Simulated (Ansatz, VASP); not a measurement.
# Si5Ge: VASP beside Ansatz

```
CELL_PARAMETERS angstrom
4.89538 0.00000 0.00000
-2.44769 4.23953 0.00000
0.00000 0.00000 4.59015
ATOMIC_POSITIONS crystal
Si 0.66667 0.33333 0.00000
Si 0.33333 0.66667 0.00000
Si 0.33333 0.00000 0.50000
Si 0.00000 0.33333 0.50000
Si 0.66667 0.66667 0.50000
Ge 0.00000 0.00000 0.00000
```

Alike in both runs: task relaxation of cell and atoms; functional PBE; k mesh 12 × 12 × 8; occupations gaussian, width 0.1 eV; no spin polarisation.

|  | VASP | Ansatz |
| --- | --- | --- |
| version | VASP 6.6.1 | Ansatz 0.2.0 |
| potentials or method | VASP PAW PBE potentials, release 64 (Si, Ge_d), cutoff 600 eV | scalar-relativistic, plane waves, PAW |
| valence electrons in the cell | 34 | 34 |

```csv
,VASP,Ansatz,Ansatz less VASP
"gap on the k mesh at the Fermi level, each at its own relaxed structure (eV)",none,none,-
relaxed volume (Å³/atom),15.39,15.37,-0.017
relaxed cell length with the largest relative difference (Å),4.695,4.594,-0.1014
```

A gap of «none» marks a metal or a gap that the smearing closes.
